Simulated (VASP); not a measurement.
# Ta3N (P-3m1) in VASP: further runs

The runs below take Ta3N through single point, with PBEsol, PBEsol+U.

Everything below comes from runs of VASP 6.6.1. Logs are shortened: lines on timing, memory, paths and dates and some standing lists are left out, and cuts for length are marked.

**1. The cell of the first run**

Symmetry: P-3m1, No. 164, trigonal system. Conventional cell: a = 2.999 Å, b = 2.999 Å, c = 7.455 Å, α = 90.00°, β = 90.00°, γ = 120.00°. Within 2.9 Å of Ta (site symmetry 3m) lie 3 N at 2.16 Å. Ta (site symmetry -3m) has 12 Ta at 2.99 to 3.00 Å and 2 N at 3.73 Å within 3.9 Å. Within 2.9 Å of N (site symmetry -3m) lie 6 Ta at 2.16 Å.

**2. Single point, PBEsol**

File INCAR:

```
PREC     = Accurate       # precision mode
ENCUT    = 520            # plane-wave cutoff, eV
EDIFF    = 1E-7           # SCF threshold, eV
ISMEAR   = -1             # smearing method
SIGMA    = 0.05           # smearing width, eV
LREAL    = False          # projectors in reciprocal space
LASPH    = True           # aspherical terms in the spheres
NELM     = 60             # most SCF steps
ALGO     = Normal         # electronic algorithm
ISIF     = 2              # what is computed and relaxed
LWAVE    = False          # write WAVECAR
LCHARG   = False          # write CHGCAR
GGA      = PS             # functional
NBANDS   = 27             # bands
```

File KPOINTS:

```
Automatic mesh
0
Gamma
  10 10 4
```

File POSCAR:

```
Ta3N
1.0
    2.9989864951      0.0000000000      0.0000000000
   -1.4994932476      2.5971984904      0.0000000000
    0.0000000000      0.0000000000      7.4550429441
Ta N
3 1
Direct
    0.6666666667      0.3333333333      0.8273433382
    0.3333333333      0.6666666667      0.1726566618
    0.0000000000      0.0000000000      0.5000000000
    0.0000000000      0.0000000000      0.0000000000
```

Potentials or basis: VASP PAW PBE potentials, release 64 (Ta_pv, N).

Started as:

```sh
$ cat potpaw_PBE.64/Ta_pv/POTCAR potpaw_PBE.64/N/POTCAR > POTCAR
$ mpirun -np 1 vasp_std > vasp.out
```

OUTCAR:

```text
PREC = Accurate
   ENCUT = 520
   EDIFF = 1E-7
   ISMEAR = -1
   LREAL = False
   LASPH = True
   NELM = 60
   ISIF = 2
   GGA = PS

 ion  position               nearest neighbor table
   1  0.667  0.333  0.827-   4 2.16   4 2.16   4 2.16   3 2.99   3 2.99   3 2.99   2 3.10   2 3.10
                             2 3.10
   2  0.333  0.667  0.173-   4 2.16   4 2.16   4 2.16   3 2.99   3 2.99   3 2.99   1 3.10   1 3.10
                             1 3.10
   3  0.000  0.000  0.500-   1 2.99   2 2.99   1 2.99   2 2.99   1 2.99   2 2.99
   4  0.000  0.000  0.000-   1 2.16   2 2.16   1 2.16   2 2.16   1 2.16   2 2.16

  LATTYP: Found a hexagonal cell.
 ALAT       =     2.9989864951
 C/A-ratio  =     2.4858541231

  Lattice vectors:

 A1 = (   2.9989864951,   0.0000000000,   0.0000000000)
 A2 = (  -1.4994932476,   2.5971984904,   0.0000000000)
 A3 = (   0.0000000000,   0.0000000000,   7.4550429441)

Analysis of symmetry for initial positions (statically):
=====================================================================
 Subroutine PRICEL returns:
 Original cell was already a primitive cell.

 Routine SETGRP: Setting up the symmetry group for a
 hexagonal supercell.

 Subroutine GETGRP returns: Found 12 space group operations
 (whereof 12 operations were pure point group operations)
 out of a pool of 24 trial point group operations.

The static configuration has the point symmetry D_3d.

Analysis of symmetry for dynamics (positions and initial velocities):
=====================================================================
 Subroutine PRICEL returns:
 Original cell was already a primitive cell.

 Routine SETGRP: Setting up the symmetry group for a
 hexagonal supercell.

 Subroutine GETGRP returns: Found 12 space group operations
 (whereof 12 operations were pure point group operations)
 out of a pool of 24 trial point group operations.

The dynamic configuration has the point symmetry D_3d.

 Subroutine INISYM returns: Found 12 space group operations
 (whereof 12 operations are pure point group operations),
 and found     1 'primitive' translations

----------------------------------------------------------------------------------------

                                     Primitive cell

  volume of cell :      58.0671

  direct lattice vectors                    reciprocal lattice vectors
     2.998986495  0.000000000  0.000000000     0.333445983  0.192515128  0.000000000
    -1.499493248  2.597198490  0.000000000     0.000000000  0.385030256  0.000000000
     0.000000000  0.000000000  7.455042944     0.000000000  0.000000000  0.134137390

  length of vectors
     2.998986495  2.998986495  7.455042944     0.385030256  0.385030256  0.134137390

  position of ions in fractional coordinates (direct lattice)
     0.666666667  0.333333333  0.827343338
     0.333333333  0.666666667  0.172656662
     0.000000000  0.000000000  0.500000000
     0.000000000  0.000000000  0.000000000

  ion indices of the primitive-cell ions
   primitive index   ion index
                 1           1
                 2           2
                 3           3
                 4           4

----------------------------------------------------------------------------------------

 KPOINTS: Automatic mesh

Automatic generation of k-mesh.
 Grid dimensions read from file:
 generate k-points for:   10   10    4

 Generating k-lattice:

  Cartesian coordinates                     Fractional coordinates (reciprocal lattice)
     0.033344598  0.019251513  0.000000000     0.100000000  0.000000000  0.000000000
     0.000000000  0.038503026  0.000000000     0.000000000  0.100000000  0.000000000
     0.000000000  0.000000000  0.033534347     0.000000000  0.000000000  0.250000000

  Length of vectors
     0.038503026  0.038503026  0.033534347

  Shift w.r.t. Gamma in fractional coordinates (k-lattice)
     0.000000000  0.000000000  0.000000000

 Subroutine IBZKPT returns following result:
 ===========================================

 Found     50 irreducible k-points:

 Following reciprocal coordinates:
[... 43 lines left out ...]
  ---------------------------------------------------
  free energy    TOTEN  =       -48.43492316 eV

  energy without entropy =      -48.41012988  energy(sigma->0) =      -48.42252652

 E-fermi :   6.7517     XC(G=0): -12.9707

 val. band max:        6.7496153393   @ k =   0.2000   0.0000   0.2500
 cond. band min:       6.7627926674   @ k =   0.3000   0.3000   0.0000
 fundamental gap:      0.0131773280
 Fermi energy:         6.7516571111

 k-point     1 :       0.0000    0.0000    0.0000
  band No.  band energies     occupation
      1     -28.3735      2.00000
      2     -28.0289      2.00000
      3     -27.6525      2.00000
      4     -27.6525      2.00000
      5     -27.6179      2.00000
      6     -27.6179      2.00000
[... 19 lines left out ...]
     26       9.0814      0.00000
     27      10.2424      0.00000

 k-point     2 :       0.1000    0.0000    0.0000
  band No.  band energies     occupation
      1     -28.3563      2.00000
      2     -28.0204      2.00000
      3     -27.7339      2.00000
      4     -27.6921      2.00000
      5     -27.6783      2.00000
      6     -27.6296      2.00000
[... 19 lines left out ...]
     26       9.5909      0.00000
     27      10.7808      0.00000

 k-point     3 :       0.2000    0.0000    0.0000
  band No.  band energies     occupation
      1     -28.3205      2.00000
      2     -28.0502      2.00000
      3     -27.8977      2.00000
      4     -27.8624      2.00000
      5     -27.7395      2.00000
      6     -27.6658      2.00000
[... 19 lines left out ...]
     26      10.3723      0.00000
     27      11.3091      0.00000

 k-point     4 :       0.3000    0.0000    0.0000
  band No.  band energies     occupation
      1     -28.3432      2.00000
      2     -28.2423      2.00000
      3     -28.0562      2.00000
      4     -27.8806      2.00000
      5     -27.8101      2.00000
      6     -27.7143      2.00000
[... 19 lines left out ...]
     26      10.9947      0.00000
     27      11.5078      0.00000
[... 516 lines left out ...]
      4     -27.9364      2.00000
      5     -27.8607      2.00000
      6     -27.7598      2.00000
[... 19 lines left out ...]
     26      11.3237      0.00000
     27      11.3773      0.00000

 k-point    23 :       0.0000    0.4000    0.2500
  band No.  band energies     occupation
      1     -28.4977      2.00000
      2     -28.3962      2.00000
      3     -28.0850      2.00000
      4     -27.8620      2.00000
      5     -27.8593      2.00000
      6     -27.7581      2.00000
[... 19 lines left out ...]
     26      11.6144      0.00000
     27      12.1110      0.00000

 k-point    24 :       0.5000    0.0000    0.2500
  band No.  band energies     occupation
      1     -28.5647      2.00000
      2     -28.4546      2.00000
      3     -28.0690      2.00000
      4     -27.8975      2.00000
      5     -27.8817      2.00000
      6     -27.7748      2.00000
[... 19 lines left out ...]
     26      11.8300      0.00000
     27      12.6067      0.00000

 [... further k-points ...]
[... 5 lines left out ...]
  --------------------------------------------------------------------------------------
  -------------------------------------------------------------------------------------
  Total        0.1507311      0.1507311      0.1619830     -0.0000000     -0.0000000     -0.0000000
  in kB        4.1589484      4.1589484      4.4694094     -0.0000000     -0.0000000     -0.0000000
  external PRESSURE =       4.2624354 kB  Pullay stress =       0.0000000 kB

 VOLUME and BASIS-vectors are now :
 -----------------------------------------------------------------------------
  energy-cutoff  :      520.00
  volume of cell :       58.07
      direct lattice vectors                 reciprocal lattice vectors
     2.998986495  0.000000000  0.000000000     0.333445983  0.192515128  0.000000000
    -1.499493248  2.597198490  0.000000000     0.000000000  0.385030256  0.000000000
     0.000000000  0.000000000  7.455042944     0.000000000  0.000000000  0.134137390

 POSITION                                       TOTAL-FORCE (eV/Angst)
 -----------------------------------------------------------------------------------
      1.49949      0.86573      6.16788         0.000000      0.000000     -0.059359
     -0.00000      1.73147      1.28716        -0.000000      0.000000      0.059359
      0.00000      0.00000      3.72752         0.000000      0.000000      0.000000
      0.00000      0.00000      0.00000         0.000000      0.000000      0.000000
 -----------------------------------------------------------------------------------
    total drift:                               -0.000000      0.000000      0.000000

  FREE ENERGIE OF THE ION-ELECTRON SYSTEM (eV)
  ---------------------------------------------------
  free  energy   TOTEN  =       -48.4349231552 eV

  energy  without entropy=      -48.4101298847  energy(sigma->0) =      -48.42252652
```

Run time: 53 s. Hardware: 1 thread of Intel Xeon 6975P-C, shared host; peak memory 0.21 GiB.

Results:

* Free energy: -48.4349 eV
* Pressure: 0.4 GPa
* Largest force: 0.059 eV/Å
* Band gap on the k mesh: zero (band 19 reaches 7.22 eV, above the bottom of band 20 at 6.51 eV)

Forces on the atoms (eV/Å):
```
Ta   0.000  0.000 -0.059
Ta   0.000  0.000  0.059
Ta   0.000  0.000  0.000
N    0.000  0.000  0.000
```

Caveat: the PAW data sets were made with another functional, which shifts forces and pressure a little; spin-orbit coupling is left out, which moves the levels of the heavy elements.

**3. Single point, PBEsol+U**

This run uses another cell than the first one, of 14.56 Å³/atom, 1.003 times its volume.

File INCAR:

```
ALGO = Normal ; EDIFF = 1E-6
ENCUT = 520 ; GGA = PS
ISIF = 2 ; ISMEAR = -1
LASPH = True ; LCHARG = False
LDAU = True ; LDAUJ = 0 0
LDAUL = 2 -1 ; LDAUPRINT = 1
LDAUTYPE = 2 ; LDAUU = 1 0
LMAXMIX = 4 ; LREAL = False
LWAVE = False ; NBANDS = 27
NELM = 150 ; PREC = Accurate
SIGMA = 0.05
```

File KPOINTS:

```
k-points
0
Gamma
  10 10 4
```

File POSCAR:

```
Ta3N
1.0
    2.9996136662      0.0000000000      0.0000000000
   -1.4998068331      2.5977416364      0.0000000000
    0.0000000000      0.0000000000      7.4725461458
Ta N
3 1
Direct
    0.6666666667      0.3333333333      0.8271394734
    0.3333333333      0.6666666667      0.1728605266
    0.0000000000      0.0000000000      0.5000000000
    0.0000000000      0.0000000000      0.0000000000
```

Potentials or basis: VASP PAW PBE potentials, release 64 (Ta_pv, N).

Started as:

```sh
$ cat potpaw_PBE.64/Ta_pv/POTCAR potpaw_PBE.64/N/POTCAR > POTCAR
$ mpirun -np 1 vasp_std > vasp.out
```

Run time: 60 s. Hardware: 1 thread of Intel Xeon 6975P-C, shared host; peak memory 0.21 GiB.

The run converged. Its results:

```
Free energy            : -45.7262 eV
Pressure               : 2.7 GPa
Largest force          : 0.127 eV/Å
Band gap on the k mesh : zero (band 19 reaches 7.26 eV, above the bottom of band 20 at 6.60 eV)
```

Forces in eV/Å, atoms in the order of the input:
```
Ta   0.000  0.000 -0.127
Ta   0.000  0.000  0.127
Ta   0.000  0.000  0.000
N    0.000  0.000  0.000
```

Stress tensor (GPa, compression positive):
```
2.84 0.00 0.00
0.00 2.84 0.00
0.00 0.00 2.54
```

Levels at points of the mesh, in eV from the Fermi level:
```
           k point  band 15  band 16  band 17  band 18  band 19  band 20  band 21  band 22  band 23  band 24
(0.00, 0.00, 0.00)    -3.65    -1.49    -0.48    -0.48    -0.39     0.33     0.33     0.97     1.97     1.97
(0.50, 0.00, 0.00)    -3.89    -3.20    -1.21    -0.56     0.20     0.80     0.90     3.65     4.18     4.60
(0.00, 0.00, 0.50)    -3.83    -1.34    -1.21    -0.27    -0.27     0.60     0.60     1.25     1.39     1.39
(0.50, 0.00, 0.50)    -3.80    -2.99    -1.36    -1.28     0.15     0.97     1.36     2.56     4.56     4.68
```

Eigenvalues of the final occupation matrices:
```tsv
site	spin	trace	eigenvalues
site 1 d	1	1.21	0.23 0.23 0.25 0.25 0.26
site 1 d	2	1.21	0.23 0.23 0.25 0.25 0.26
site 2 d	1	1.21	0.23 0.23 0.25 0.25 0.26
site 2 d	2	1.21	0.23 0.23 0.25 0.25 0.26
site 3 d	1	1.12	0.17 0.17 0.25 0.25 0.29
site 3 d	2	1.12	0.17 0.17 0.25 0.25 0.29
```

Caveat: the PAW data sets were made with another functional, which shifts forces and pressure a little; spin-orbit coupling is left out, which moves the levels of the heavy elements; U without spin polarisation on a metal has little footing.

**4. Single point, PBEsol+U**

This run uses another cell than the first one, of 14.60 Å³/atom, 1.006 times its volume.

File INCAR:

```
PREC = Accurate
ENCUT = 520
EDIFF = 1E-6
ISMEAR = -1
SIGMA = 0.05
LREAL = False
LASPH = True
NELM = 150
ALGO = Normal
ISIF = 2
LWAVE = False
LCHARG = False
LMAXMIX = 4
LDAU = True
LDAUTYPE = 2
LDAUL = 2 -1
LDAUU = 2 0
LDAUJ = 0 0
LDAUPRINT = 1
GGA = PS
NBANDS = 27
```

File KPOINTS:

```
Automatic mesh
0
Gamma
  10 10 4
```

File POSCAR:

```
Ta3N
1.0
    3.0002385998      0.0000000000      0.0000000000
   -1.5001192999      2.5982828448      0.0000000000
    0.0000000000      0.0000000000      7.4922365818
Ta N
3 1
Direct
    0.6666666667      0.3333333333      0.8269545370
    0.3333333333      0.6666666667      0.1730454630
    0.0000000000      0.0000000000      0.5000000000
    0.0000000000      0.0000000000      0.0000000000
```

Started as:

```sh
$ cat potpaw_PBE.64/Ta_pv/POTCAR potpaw_PBE.64/N/POTCAR > POTCAR
$ mpirun -np 1 vasp_std > vasp.out
```

It took 57 s on 1 thread of Intel Xeon 6975P-C, shared host; peak memory 0.22 GiB.

It converged, with:

- Free energy: -43.0560 eV
- Pressure: 5.0 GPa
- Largest force: 0.202 eV/Å
- Band gap on the k mesh: zero (band 19 reaches 7.30 eV, above the bottom of band 20 at 6.67 eV)

Forces on the atoms (eV/Å):
```
Ta   0.000  0.000 -0.202
Ta   0.000  0.000  0.202
Ta   0.000  0.000  0.000
N    0.000  0.000  0.000
```

Stress tensor (GPa, compression positive):
```
5.22 0.00 0.00
0.00 5.22 0.00
0.00 0.00 4.63
```

Levels at points of the mesh, in eV from the Fermi level:
```tsv
k point	band 15	band 16	band 17	band 18	band 19	band 20	band 21	band 22	band 23	band 24
(0.00, 0.00, 0.00)	-3.72	-1.62	-0.43	-0.43	-0.40	0.38	0.38	0.93	1.98	1.98
(0.50, 0.00, 0.00)	-3.91	-3.21	-1.29	-0.58	0.14	0.82	0.86	3.68	4.18	4.66
(0.00, 0.00, 0.50)	-3.96	-1.39	-1.24	-0.23	-0.23	0.64	0.64	1.21	1.44	1.44
(0.50, 0.00, 0.50)	-3.84	-3.00	-1.44	-1.30	0.07	0.93	1.42	2.60	4.59	4.74
```

Eigenvalues of the final occupation matrices:
```
    site  spin  trace               eigenvalues
site 1 d     1   1.19  0.22 0.22 0.25 0.25 0.26
site 1 d     2   1.19  0.22 0.22 0.25 0.25 0.26
site 2 d     1   1.19  0.22 0.22 0.25 0.25 0.26
site 2 d     2   1.19  0.22 0.22 0.25 0.25 0.26
site 3 d     1   1.10  0.16 0.16 0.25 0.25 0.29
site 3 d     2   1.10  0.16 0.16 0.25 0.25 0.29
```

Caveat: the PAW data sets were made with another functional, which shifts forces and pressure a little; spin-orbit coupling is left out, which moves the levels of the heavy elements; U without spin polarisation on a metal has little footing.

**5. Single point, PBEsol+U**

This run uses another cell than the first one, of 14.65 Å³/atom, 1.009 times its volume.

File INCAR:

```
SYSTEM = Ta3N
ALGO = Normal
EDIFF = 1E-6
ENCUT = 520
GGA = PS
ISIF = 2
ISMEAR = -1
LASPH = .True.
LCHARG = .True.
LDAU = .True.
LDAUJ = 0 0
LDAUL = 2 -1
LDAUPRINT = 1
LDAUTYPE = 2
LDAUU = 3 0
LELF = .True.
LMAXMIX = 4
LREAL = .False.
LVHAR = .True.
LWAVE = .False.
NBANDS = 27
NELM = 150
PREC = Accurate
SIGMA = 0.05
```

File KPOINTS:

```
k-points
0
Gamma
  10 10 4
  0 0 0
```

File POSCAR:

```
Ta3N
1.0
    3.0011947922      0.0000000000      0.0000000000
   -1.5005973961      2.5991109317      0.0000000000
    0.0000000000      0.0000000000      7.5144206557
Ta N
3 1
Direct
    0.6666666667      0.3333333333      0.8268165940
    0.3333333333      0.6666666667      0.1731834060
    0.0000000000      0.0000000000      0.5000000000
    0.0000000000      0.0000000000      0.0000000000
```

Started as:

```sh
$ cat potpaw_PBE.64/Ta_pv/POTCAR potpaw_PBE.64/N/POTCAR > POTCAR
$ mpirun -np 1 vasp_std > vasp.out
```

It took 50 s on 1 thread of Intel Xeon 6975P-C, shared host; peak memory 0.22 GiB.

The run converged. Its results:

```
Free energy            : -40.4270 eV
Pressure               : 7.2 GPa
Largest force          : 0.291 eV/Å
Band gap on the k mesh : zero (band 19 reaches 7.33 eV, above the bottom of band 20 at 6.79 eV)
```

Forces on the atoms (eV/Å):
```
Ta   0.000  0.000 -0.291
Ta   0.000  0.000  0.291
Ta   0.000  0.000  0.000
N    0.000  0.000  0.000
```

Stress tensor (GPa, compression positive):
```
7.52 0.00 0.00
0.00 7.52 0.00
0.00 0.00 6.71
```

Levels at points of the mesh, in eV from the Fermi level:
```
           k point  band 15  band 16  band 17  band 18  band 19  band 20  band 21  band 22  band 23  band 24
(0.00, 0.00, 0.00)    -3.78    -1.75    -0.42    -0.38    -0.38     0.43     0.43     0.89     1.99     1.99
(0.50, 0.00, 0.00)    -3.92    -3.22    -1.37    -0.60     0.09     0.73     0.93     3.71     4.17     4.72
(0.00, 0.00, 0.50)    -4.09    -1.45    -1.27    -0.19    -0.19     0.67     0.67     1.17     1.48     1.48
(0.50, 0.00, 0.50)    -3.88    -3.00    -1.52    -1.33    -0.01     0.88     1.47     2.64     4.62     4.80
```

Eigenvalues of the final occupation matrices:
```csv
site,spin,trace,eigenvalues
site 1 d,1,1.17,0.22 0.22 0.24 0.24 0.25
site 1 d,2,1.17,0.22 0.22 0.24 0.24 0.25
site 2 d,1,1.17,0.22 0.22 0.24 0.24 0.25
site 2 d,2,1.17,0.22 0.22 0.24 0.24 0.25
site 3 d,1,1.08,0.15 0.15 0.24 0.24 0.29
site 3 d,2,1.08,0.15 0.15 0.24 0.24 0.29
```

Caveat: the PAW data sets were made with another functional, which shifts forces and pressure a little; spin-orbit coupling is left out, which moves the levels of the heavy elements; U without spin polarisation on a metal has little footing.

**6. Summary**

```csv
level,U,cell,gap on the mesh (eV),pressure (GPa),largest force (eV/Å)
PBEsol,-,"a = 2.999, b = 2.999, c = 7.455 Å, angles 90.0, 90.0, 120.0°, 4 atoms",none,0.4,0.06
PBEsol+U,Ta d U = 1.0 eV,"a = 3.000, b = 3.000, c = 7.473 Å, angles 90.0, 90.0, 120.0°, 4 atoms",none,2.7,0.13
PBEsol+U,Ta d U = 2.0 eV,"a = 3.000, b = 3.000, c = 7.492 Å, angles 90.0, 90.0, 120.0°, 4 atoms",none,5.0,0.20
PBEsol+U,Ta d U = 3.0 eV,"a = 3.001, b = 3.001, c = 7.514 Å, angles 90.0, 90.0, 120.0°, 4 atoms",none,7.2,0.29
```

Alike in all rows: task single point; potentials or basis VASP PAW PBE potentials, release 64 (Ta_pv, N); no spin polarisation; k mesh 10 × 10 × 4; cutoff (eV) 520; smearing fermi-dirac 0.05 eV.

Caveats: the PAW data sets were made with another functional, which shifts forces and pressure a little; spin-orbit coupling is left out, which moves the levels of the heavy elements; U without spin polarisation on a metal has little footing (some runs).

Absolute energies hang on the potentials; compare differences alone.
